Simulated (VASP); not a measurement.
A run of VASP 6.6.1:

The input INCAR:

```
SYSTEM = ZnS
  ALGO = Normal
  DIPOL = 0.5 0.5 0.500
  EDIFF = 1E-6
  EDIFFG = -0.02
  ENCUT = 520
  GGA = PE
  IBRION = 2
  IDIPOL = 3
  ISIF = 2
  ISMEAR = 0
  KPAR = 4
  LASPH = .True.
  LCHARG = .False.
  LDIPOL = .True.
  LREAL = .False.
  LWAVE = .False.
  NELM = 60
  NSW = 80
  PREC = Accurate
  SIGMA = 0.05
```

Contents of KPOINTS:

```
k-points
0
Gamma
  7 7 1
  0 0 0
```

The input POSCAR:

```
ZnS
1.0
    3.8488726992      0.0000000000      0.0000000000
    0.0000000000      3.8488726992      0.0000000000
    0.0000000000      0.0000000000     27.2470379348
S Zn
5 5
Direct
    0.0000000000      0.5000000000      0.2752592784
    0.5000000000      0.0000000000      0.3751440435
    0.0000000000      0.5000000000      0.4750288087
    0.5000000000      0.0000000000      0.5749135739
    0.0000000000      0.5000000000      0.6747983390
    0.5000000000      0.5000000000      0.3252016610
    0.0000000000      0.0000000000      0.4250864261
    0.5000000000      0.5000000000      0.5249711913
    0.0000000000      0.0000000000      0.6248559565
    0.5000000000      0.5000000000      0.7247407216
```

Potentials or basis: VASP PAW PBE potentials, release 64 (S, Zn).

Command:

```console
$ cat potpaw_PBE.64/S/POTCAR potpaw_PBE.64/Zn/POTCAR > POTCAR
$ mpirun -np 4 vasp_std > vasp.out
```

Hardware: 4 MPI ranks on Intel(R) Xeon(R) Platinum 8488C (Sapphire Rapids), on a shared host.

Problem. Estimate the wall time of this run.

Solution. Wall time 15 min on 4 MPI ranks on Intel(R) Xeon(R) Platinum 8488C (Sapphire Rapids) (shared host), peak memory 0.64 GiB a rank. Counts: scf iterations 122, k points 16, ion steps 10.
